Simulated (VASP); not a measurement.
# Si (I4_1/amd) in VASP: relaxation of the atoms with r2SCAN

Aim: the relaxation of the atoms of Si with r2SCAN.

Everything below comes from runs of VASP 6.6.1. Logs are shortened: lines on timing, memory, paths and dates and some standing lists are left out, and cuts for length are marked.

## Step 1: The cell of the first run

Symmetry: I4_1/amd, No. 141, tetragonal system. The conventional cell has a = 3.811 Å, b = 3.811 Å, c = 5.484 Å, α = 90.00°, β = 90.00°, γ = 90.00°. Within 3.1 Å of Si (site symmetry -4m2) lie 4 Si at 2.35 Å.

## Step 2: Relaxation of the atoms, r2SCAN (strained cell)

File POSCAR:

```
Si
1.0
    0.0000000000      2.6949479717      2.7421332639
    2.6949479717      0.0000000000      2.7421332639
    2.6949479717      2.6949479717      0.0000000000
Si
2
Direct
    0.0000000000      0.0000000000      0.0000000000
    0.2500000000      0.2500000000      0.2500000000
```

File INCAR.step1:

```
PREC = Accurate
ENCUT = 500
ISMEAR = 0
SIGMA = 0.02
LREAL = F
LASPH = T
NELM = 120
GGA = PE
ALGO = Normal
EDIFF = 1E-5
LWAVE = T
LCHARG = F
GGA_COMPAT = F
IBRION = 2
EDIFFG = -0.01
NELMIN = 4
NSW = 100
```

File INCAR.step2:

```
PREC = Accurate
ENCUT = 500
EDIFF = 1E-7
ISMEAR = 0
SIGMA = 0.02
LREAL = F
LASPH = T
NELM = 120
ALGO = Normal
ISIF = 2
LWAVE = F
LCHARG = F
METAGGA = R2SCAN
LMIXTAU = T
IBRION = 2
NSW = 60
EDIFFG = -0.002
ISTART = 1
GGA_COMPAT = F
NELMIN = 4
```

File KPOINTS:

```
regular mesh
0
Gamma
  8 8 8
```

Potentials or basis: VASP PAW PBE potentials, release 64 (Si).

The run is started by

```
$ cat potpaw_PBE.64/Si/POTCAR > POTCAR
$ cp INCAR.step1 INCAR
$ mpirun -np 1 vasp_std > vasp.out
$ cp INCAR.step2 INCAR
$ mpirun -np 1 vasp_std > vasp.out
```

OUTCAR:

```text
PREC = Accurate
   ENCUT = 500
   EDIFF = 1E-7
   ISMEAR = 0
   LREAL = F
   LASPH = T
   NELM = 120
   ISIF = 2
   METAGGA = R2SCAN
   IBRION = 2
   NSW = 60
   EDIFFG = -0.002
   ISTART = 1
   NELMIN = 4

 ion  position               nearest neighbor table
   1  0.000  0.000  0.000-   2 2.35   2 2.35   2 2.35   2 2.35
   2  0.250  0.250  0.250-   1 2.35   1 2.35   1 2.35   1 2.35

  LATTYP: Found a body centered tetragonal cell.
 ALAT       =     3.8112319715
 C/A-ratio  =     1.4389747381

  Lattice vectors:

 A1 = (  -2.6949479717,   0.0000000000,   2.7421332639)
 A2 = (   2.6949479717,   0.0000000000,   2.7421332639)
 A3 = (   0.0000000000,   2.6949479717,  -2.7421332639)

Analysis of symmetry for initial positions (statically):
=====================================================================
 Subroutine PRICEL returns:
 Original cell was already a primitive cell.

 Routine SETGRP: Setting up the symmetry group for a
 body centered tetragonal supercell.

 Subroutine GETGRP returns: Found 16 space group operations
 (whereof  8 operations were pure point group operations)
 out of a pool of 16 trial point group operations.

The static configuration has the point symmetry D_2d.
 The point group associated with its full space group is D_4h.

Analysis of symmetry for dynamics (positions and initial velocities):
=====================================================================
 Subroutine PRICEL returns:
 Original cell was already a primitive cell.

 Routine SETGRP: Setting up the symmetry group for a
 body centered tetragonal supercell.

 Subroutine GETGRP returns: Found 16 space group operations
 (whereof  8 operations were pure point group operations)
 out of a pool of 16 trial point group operations.

The dynamic configuration has the point symmetry D_2d.
 The point group associated with its full space group is D_4h.

 Subroutine INISYM returns: Found 16 space group operations
 (whereof  8 operations are pure point group operations),
 and found     1 'primitive' translations

----------------------------------------------------------------------------------------

                                     Primitive cell

  volume of cell :      39.8308

  direct lattice vectors                    reciprocal lattice vectors
     0.000000000  2.694947972  2.742133264    -0.185532339  0.185532339  0.182339789
     2.694947972  0.000000000  2.742133264     0.185532339 -0.185532339  0.182339789
     2.694947972  2.694947972  0.000000000     0.185532339  0.185532339 -0.182339789

  length of vectors
     3.844741787  3.844741787  3.811231971     0.319518851  0.319518851  0.319518851

  position of ions in fractional coordinates (direct lattice)
     0.000000000  0.000000000  0.000000000
     0.250000000  0.250000000  0.250000000

  ion indices of the primitive-cell ions
   primitive index   ion index
                 1           1
                 2           2

----------------------------------------------------------------------------------------

 KPOINTS: regular mesh

Automatic generation of k-mesh.
 Grid dimensions read from file:
 generate k-points for:    8    8    8

 Generating k-lattice:

  Cartesian coordinates                     Fractional coordinates (reciprocal lattice)
    -0.023191542  0.023191542  0.022792474     0.125000000  0.000000000  0.000000000
     0.023191542 -0.023191542  0.022792474     0.000000000  0.125000000  0.000000000
     0.023191542  0.023191542 -0.022792474     0.000000000  0.000000000  0.125000000

  Length of vectors
     0.039939856  0.039939856  0.039939856

  Shift w.r.t. Gamma in fractional coordinates (k-lattice)
     0.000000000  0.000000000  0.000000000

 Subroutine IBZKPT returns following result:
 ===========================================

 Found     59 irreducible k-points:

 Following reciprocal coordinates:
            Coordinates               Weight
  0.000000  0.000000  0.000000      1.000000
  0.125000  0.000000  0.000000      8.000000
  0.250000  0.000000  0.000000      8.000000
  0.375000  0.000000  0.000000      8.000000
  0.500000  0.000000  0.000000      4.000000
  0.125000  0.125000  0.000000      2.000000
[... 16 lines left out ...]
  0.250000  0.000000  0.125000     16.000000
  0.375000  0.000000  0.125000     16.000000
 [... further k-points ...]
   k-points           NKPTS =     59   k-points in BZ     NKDIM =     59   number of bands    NBANDS=      8
   number of dos      NEDOS =    301   number of ions     NIONS =      2
   total plane-waves  NPLWV =  21952
   dimension x,y,z NGX =    28 NGY =   28 NGZ =   28
   dimension x,y,z NGXF=    56 NGYF=   56 NGZF=   56
   ions per type =               2
   NGX,Y,Z   is equivalent  to a cutoff of  12.11, 12.11, 12.21 a.u.
   NGXF,Y,Z  is equivalent  to a cutoff of  24.21, 24.21, 24.43 a.u.
 SYSTEM =  unknown system
   PREC   = accura    normal or accurate (medium, high low for compatibility)
   ISTART =      1    job   : 0-new  1-cont  2-samecut
   ICHARG =      0    charge: 1-file 2-atom 10-const
   ISPIN  =      1    spin polarized calculation?
   LNONCOLLINEAR =      F non collinear calculations
   LSORBIT =      F    spin-orbit coupling
   LASPH  =      T    aspherical Exc in radial PAW
   ENCUT  =  500.0 eV  36.75 Ry    6.06 a.u.   7.01  7.01  6.95*2*pi/ulx,y,z
   NELM   =    120;   NELMIN=  4; NELMDL=  0     # of ELM steps
   EDIFF  = 0.1E-06   stopping-criterion for ELM
   LREAL  =      F    real-space projection
   EDIFFG = -.2E-02   stopping-criterion for IOM
   NSW    =     60    number of steps for IOM
   IBRION =      2    ionic relax: 0-MD 1-quasi-New 2-CG
   NFREE  =      1    steps in history (QN), initial steepest desc. (CG)
   ISIF   =      2    stress and relaxation
   ISYM   =      2    0-nonsym 1-usesym 2-fastsym
   POTIM  = 0.5000    time-step for ionic-motion
   TEBEG  =    0.0;   TEEND  =   0.0 temperature during run
   PSTRESS=    0.0 pullay stress
   NELECT =       8.0000    total number of electrons
   NUPDOWN=      -1.0000    fix difference up-down
   EMIN   =  10.00;   EMAX   =-10.00  energy-range for DOS
   EFERMI =   0.00;   METHOD = LEGACY
   ISMEAR =     0;   SIGMA  =   0.02  broadening in eV -4-tet -1-fermi 0-gaus
   EFERMI_NEDOS =   21; number of points for ismear=-14 and -15
   IALGO  =     38    algorithm
   IMIX   =      4    mixing-type and parameters
     AMIX     =   0.40;   BMIX     =  1.00
     AMIX_MAG =   1.60;   BMIX_MAG =  1.00
  volume/ion in A,a.u.               =      19.92       134.40
  Fermi-wavevector in a.u.,A,eV,Ry     =   0.958735  1.811746 12.506094  0.919172
  Thomas-Fermi vector in A             =   2.087868
   LORBIT       =      0    0 simple, 1 ext, 2 COOP (PROOUT), +10 PAW based schemes
   METAGGA = R2SCAN    functional components
   LHFCALC =     F    Hartree Fock is set to
   AEXX    =    0.0000 exact exchange contribution
   IVDW    =     0    specifies the selected vdW correction
   LEPSILON=     F    determine dielectric tensor
   LRPA    =     F    only Hartree local field effects (RPA)
 conjugate gradient relaxation of ions
 non-spin polarized calculation
 Gauss-broadening in eV      SIGMA  =   0.02
  energy-cutoff  :      500.00
  volume of cell :       39.83
 maximum number of plane-waves:      1026
   NGX = 13   NGY = 13   NGZ = 13

 number of electron       8.0000001 magnetization

 Free energy of the ion-electron system (eV)
  ---------------------------------------------------
  ext. energy  EPLUGINS =         0.00000000
  ---------------------------------------------------
  free energy    TOTEN  =       -17.54330212 eV

  energy without entropy =      -17.54330212  energy(sigma->0) =      -17.54330212

 E-fermi :   5.9404     XC(G=0):  -9.8758

 val. band max:        5.8381595313   @ k =   0.0000   0.0000   0.0000
 cond. band min:       6.5444535764   @ k =   0.3750   0.0000   0.3750
 fundamental gap:      0.7062940451
 Fermi energy:         5.9403816803

 k-point     1 :       0.0000    0.0000    0.0000
  band No.  band energies     occupation
      1      -6.7707      2.00000
      2       5.7043      2.00000
      3       5.8382      2.00000
      4       5.8382      2.00000
      5       8.5321      0.00000
      6       8.5321      0.00000
      7       8.6018      0.00000
      8       9.8433      0.00000

 k-point     2 :       0.1250    0.0000    0.0000
  band No.  band energies     occupation
      1      -6.5548      2.00000
      2       4.1535      2.00000
      3       5.4356      2.00000
      4       5.5394      2.00000
      5       8.6021      0.00000
      6       8.9890      0.00000
      7       9.0318      0.00000
      8      11.1286      0.00000

 k-point     3 :       0.2500    0.0000    0.0000
  band No.  band energies     occupation
      1      -5.9249      2.00000
      2       1.7121      2.00000
      3       4.9162      2.00000
      4       5.0542      2.00000
      5       8.1736      0.00000
      6       9.5398      0.00000
      7       9.5810      0.00000
      8      13.3212      0.00000

 k-point     4 :       0.3750    0.0000    0.0000
  band No.  band energies     occupation
      1      -4.9793      2.00000
      2      -0.4192      2.00000
      3       4.5521      2.00000
      4       4.7189      2.00000
      5       7.8136      0.00000
      6       9.4469      0.00000
      7       9.5594      0.00000
      8      14.3128      0.00000

 k-point     5 :       0.5000    0.0000    0.0000
  band No.  band energies     occupation
      1      -4.3036      2.00000
      2      -1.5003      2.00000
      3       4.4266      2.00000
      4       4.6047      2.00000
      5       7.6846      0.00000
      6       9.3247      0.00000
      7       9.4483      0.00000
      8      14.1461      0.00000

 k-point     6 :       0.1250    0.1250    0.0000
  band No.  band energies     occupation
      1      -6.4878      2.00000
      2       4.3786      2.00000
      3       4.9931      2.00000
      4       4.9931      2.00000
      5       8.0794      0.00000
      6       9.7456      0.00000
      7       9.7456      0.00000
      8      10.7978      0.00000

 k-point     7 :       0.2500    0.1250    0.0000
  band No.  band energies     occupation
      1      -5.9975      2.00000
      2       2.4501      2.00000
      3       4.4611      2.00000
      4       4.4718      2.00000
      5       8.2595      0.00000
      6       9.8562      0.00000
      7      10.5883      0.00000
      8      10.8747      0.00000
[... 133 lines left out ...]
 k-point    20 :      -0.3750    0.3750    0.0000
  band No.  band energies     occupation
      1      -2.8420      2.00000
      2      -1.8235      2.00000
      3       1.2716      2.00000
      4       3.3159      2.00000
      5       7.3255      0.00000
      6      10.4314      0.00000
      7      13.8326      0.00000
      8      14.3141      0.00000

 k-point    21 :       0.5000    0.5000    0.0000
  band No.  band energies     occupation
      1      -2.4551      2.00000
      2      -2.4551      2.00000
      3       2.8607      2.00000
      4       2.8607      2.00000
      5       6.8028      0.00000
      6       6.8028      0.00000
      7      16.7438      0.00000
      8      16.7438      0.00000

 k-point    22 :       0.1250    0.0000    0.1250
  band No.  band energies     occupation
      1      -6.4792      2.00000
      2       4.5041      2.00000
      3       4.8707      2.00000
      4       4.9551      2.00000
      5       7.9767      0.00000
      6       9.7079      0.00000
      7       9.8565      0.00000
      8      10.7816      0.00000

 k-point    23 :       0.2500    0.0000    0.1250
  band No.  band energies     occupation
      1      -5.9807      2.00000
      2       2.4651      2.00000
      3       4.3535      2.00000
      4       4.5338      2.00000
      5       8.1279      0.00000
      6       9.8828      0.00000
      7      10.5945      0.00000
      8      10.9399      0.00000

 k-point    24 :       0.3750    0.0000    0.1250
  band No.  band energies     occupation
      1      -5.1167      2.00000
      2       0.2788      2.00000
      3       3.9107      2.00000
      4       4.0857      2.00000
      5       8.2730      0.00000
      6       9.8274      0.00000
      7      10.5603      0.00000
      8      11.6380      0.00000

 [... further k-points ...]

------------------------ aborting loop because EDIFF is reached ----------------------------------------

  FORCE on cell =-STRESS in cart. coord.  units (eV):
  Direction    XX          YY          ZZ          XY          YZ          ZX
  --------------------------------------------------------------------------------------
  -------------------------------------------------------------------------------------
  Total        0.4131534      0.4131534     -0.0626902      0.0000000     -0.0000000      0.0000000
  in kB       16.6189118     16.6189118     -2.5216853      0.0000000     -0.0000000      0.0000000
  external PRESSURE =      10.2387128 kB  Pullay stress =       0.0000000 kB

 VOLUME and BASIS-vectors are now :
 -----------------------------------------------------------------------------
  energy-cutoff  :      500.00
  volume of cell :       39.83
      direct lattice vectors                 reciprocal lattice vectors
     0.000000000  2.694947972  2.742133264    -0.185532339  0.185532339  0.182339789
     2.694947972  0.000000000  2.742133264     0.185532339 -0.185532339  0.182339789
     2.694947972  2.694947972  0.000000000     0.185532339  0.185532339 -0.182339789

 POSITION                                       TOTAL-FORCE (eV/Angst)
 -----------------------------------------------------------------------------------
      0.00000      0.00000      0.00000        -0.000000      0.000000     -0.000000
      1.34747      1.34747      1.37107         0.000000     -0.000000      0.000000
 -----------------------------------------------------------------------------------
    total drift:                                0.000000      0.000000     -0.000000

  FREE ENERGIE OF THE ION-ELECTRON SYSTEM (eV)
  ---------------------------------------------------
  free  energy   TOTEN  =       -17.5433021168 eV

  energy  without entropy=      -17.5433021168  energy(sigma->0) =      -17.54330212

 reached required accuracy - stopping structural energy minimisation
```

Wall time 1.8 min (1 thread of Oxide Virtual Turin-like, shared host); peak memory 0.12 GiB.

Results:

| Quantity | Value |
| --- | --- |
| Free energy | -17.5433 eV |
| Pressure after relaxing | 1.0 GPa |
| Band gap on the k mesh | 0.71 eV (least direct gap 2.69 eV) |

Final structure:
```
Si
1.0
     0.00000    2.69495    2.74213
     2.69495    0.00000    2.74213
     2.69495    2.69495    0.00000
Si
2
Direct
  0.00000 0.00000 0.00000
  0.25000 0.25000 0.25000
```

Caveat: the cell differs from its parent crystal (strained cell); the PAW data sets were made with another functional, which shifts forces and pressure a little.
